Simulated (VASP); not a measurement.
**FeO: single point with PBE+U**

Crystal: FeO.

```
Fe O
1.0
     0.00000    2.16600    2.16600
     2.16600    0.00000    2.16600
     2.16600    2.16600    0.00000
Fe O
1 1
Direct
  0.00000 0.00000 0.00000
  0.50000 0.50000 0.50000
```

```yaml
Program: VASP 6.6.1
Task: single point
Functional: PBE
Potentials_or_basis: VASP PAW PBE potentials, release 64 (Fe_sv, O)
Cutoff: 700 eV
k_mesh: 9 × 9 × 9
Occupations: fermi-dirac, width 0.05 eV
Spin: collinear spin, ferromagnetic start
Starting_moments: "[3.81, 0.0] μB"
Fixed_moment: 3.81 μB
Hubbard_terms: Fe d U = 5.3 eV
```

```
Pressure                                              : -3.7 GPa
Net moment                                            : 3.81 μB per cell
Site moments                                          : Fe +3.60; O +0.13 μB
Valence electrons inside the program's atomic spheres : Fe 13.62; O 5.00
```

Eigenvalues of the final occupation matrices:
```tsv
site	spin	trace	eigenvalues
site 1 d	1	4.56	0.91 0.91 0.91 0.92 0.92
site 1 d	2	0.98	0.06 0.06 0.29 0.29 0.29
```

Wall time 34 s on 1 thread of AMD EPYC 9R45 96-Core Processor (Zen 5), with other jobs on the host, peak memory 0.16 GiB.

Caveat: the cell stands under tension; the total moment is fixed, so each spin has its own Fermi level and the state may be an excited one; a cell with one magnetic atom can't hold antiferromagnetic order, which such compounds often take. The state reached can hang on the start; a lower one may exist.
